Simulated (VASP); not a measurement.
SrCl2: single point with PBEsol

Crystal: SrCl2.

```
Sr Cl
1.0
     0.00000    3.48835    3.48835
     3.48835    0.00000    3.48835
     3.48835    3.48835    0.00000
Sr Cl
1 2
Direct
  0.00000 0.00000 0.00000
  0.25000 0.25000 0.25000
  0.75000 0.75000 0.75000
```

```
Program                : VASP 6.6.1
Task                   : single point
Functional             : PBEsol
Potentials or basis    : VASP PAW PBE potentials, release 64 (Sr_sv, Cl)
Cutoff                 : 500 eV
k mesh                 : 5 × 5 × 5, shifted
Occupations            : gaussian, width 0.01 eV
Spin                   : no spin polarisation
Dipole correction      : no
Further INCAR settings : ALGO = Normal; EDIFF = 1e-06; NBANDS = 19; ISYM = 0
```

```yaml
Pressure: -1.0 GPa
Band_gap_on_the_k_mesh: 5.46 eV (least direct gap 5.57 eV)
```

Levels at points of the mesh, in eV from the valence-band top:
| k point | band 10 | band 11 | band 12 | band 13 | band 14 | band 15 |
| --- | --- | --- | --- | --- | --- | --- |
| (0.50, 0.50, 0.50) | -1.26 | -0.98 | -0.98 | 6.69 | 6.69 | 7.50 |
| (0.50, 0.00, 0.00) | -1.26 | -0.98 | -0.98 | 6.69 | 6.69 | 7.50 |
| (0.00, 0.00, 0.50) | -1.26 | -0.98 | -0.98 | 6.69 | 6.69 | 7.50 |
| (0.00, 0.50, 0.00) | -1.26 | -0.98 | -0.98 | 6.69 | 6.69 | 7.50 |

Wall time 120 s on 1 thread of Intel(R) Xeon(R) 6975P-C (Granite Rapids), with other jobs on the host, peak memory 0.46 GiB.

Caveat: the PAW data sets were made with another functional, which shifts forces and pressure a little; a shifted mesh leaves out Γ, where band edges can lie. A k mesh can miss the band edges.
